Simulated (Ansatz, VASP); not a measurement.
Sn: VASP beside Ansatz

The input POSCAR:

```
Sn
1.0
   -2.0017645706      2.0017645706      1.6383145356
    2.0017645706     -2.0017645706      1.6383145356
    2.0017645706      2.0017645706     -1.6383145356
Sn
1
Direct
    0.0000000000      0.0000000000      0.0000000000
```

File INCAR.step1:

```
ALGO = Normal
EDIFF = 1E-4
ENCUT = 520
GGA = PE
ISMEAR = -1
LASPH = T
LCHARG = F
LREAL = F
LWAVE = T
NBANDS = 13
NELM = 80
PREC = Accurate
SIGMA = 0.05
```

The input INCAR.step2:

```
ALGO = Normal
EDIFF = 1E-7
ENCUT = 520
ISIF = 2
ISMEAR = -1
ISTART = 1
LASPH = T
LCHARG = T
LELF = T
LMIXTAU = T
LREAL = F
LVHAR = T
LWAVE = F
METAGGA = R2SCAN
NBANDS = 13
NELM = 80
PREC = Accurate
SIGMA = 0.05
```

Contents of KPOINTS:

```
k-points
0
Gamma
  10 10 10
```

Contents of input.yaml:

```yaml
crystal:
  lattice:
    - [-2.0017645706, 2.0017645706, 1.6383145356]
    - [2.0017645706, -2.0017645706, 1.6383145356]
    - [2.0017645706, 2.0017645706, -1.6383145356]
  atoms:
    - { symbol: Sn, position: [0.0, 0.0, 0.0] }
hamiltonian:
  xc: r2scan
  pseudopotentials: { kind: paw }
kpoints:
  mp_grid: { grid: [10, 10, 10] }
scf:
  occupations: { method: fermi_dirac, width: 0.05 }
output:
  forces: true
  stress: true
  eigenvalues: true
```

Alike in both runs: task single point; functional r2SCAN; k mesh 10 × 10 × 10; occupations fermi-dirac, width 0.05 eV; no spin polarisation.

|  | VASP | Ansatz |
| --- | --- | --- |
| version | VASP 6.6.1 | Ansatz 0.2.0 |
| potentials or method | VASP PAW PBE potentials, release 64 (Sn_d) | Ansatz PAW |
| plane-wave cutoff (eV) | 520 | 500 |
| valence electrons in the cell | 14 | 14 |

VASP gave:

- gap on the k mesh at the Fermi level (eV): none
- pressure (GPa): 1.7
- traceless stress, the component that is largest in VASP (GPa): 0.87

Task: Which values does Ansatz return?

Result: gap on the k mesh at the Fermi level (eV): none; pressure (GPa): 1.7; traceless stress, the component that is largest in VASP (GPa): 0.86.

VASP's potentials were made for PBE, not for r2SCAN. A gap of «none» marks a metal or a gap that the smearing closes.
